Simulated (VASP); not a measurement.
YGaF, 3 atoms in the cell. The structure is hexagonal, space group P-6m2 (No. 187). The conventional cell has a = 4.461 Å, b = 4.461 Å, c = 3.361 Å, α = 90.00°, β = 90.00°, γ = 120.00°. Within 4.0 Å of Y (site symmetry -6m2) lie 6 F at 3.08 Å and 6 Ga at 3.08 Å and 2 Y at 3.36 Å. Ga (site symmetry -6m2) has 3 F at 2.58 Å and 6 Y at 3.08 Å and 2 Ga at 3.36 Å within 3.4 Å. F (site symmetry -6m2) has 3 Ga at 2.58 Å and 6 Y at 3.08 Å and 2 F at 3.36 Å within 3.4 Å. 

- Program: VASP 6.6.1
- Task: relaxation of cell and atoms
- Functional: PBE
- Potentials or basis: VASP PAW PBE potentials, release 64 (Y_sv, Ga_d, F)
- Cutoff: 600 eV
- k mesh: 12 × 12 × 14
- Occupations: gaussian, width 0.1 eV
- Spin: no spin polarisation
- Dipole correction: no
- Further INCAR settings: ALGO = Normal; EDIFF = 1e-06; IBRION = 2; EDIFFG = -0.01; NSW = 100; ISIF = 3

Potentials or basis: VASP PAW PBE potentials, release 64 (Y_sv, Ga_d, F).

Run with:

```console
$ cat potpaw_PBE.64/Y_sv/POTCAR potpaw_PBE.64/Ga_d/POTCAR potpaw_PBE.64/F/POTCAR > POTCAR
$ mpirun -np 1 vasp_std > vasp.out
```

Hardware: 1 thread of AMD EPYC 9R45 96-Core Processor (Zen 5), with other jobs on the host.

Estimate the wall time of this run.

It took 5.5 min on 1 thread of AMD EPYC 9R45 96-Core Processor (Zen 5), with other jobs on the host, peak memory 0.37 GiB. Counts: scf iterations 50, k points 152, ion steps 7.
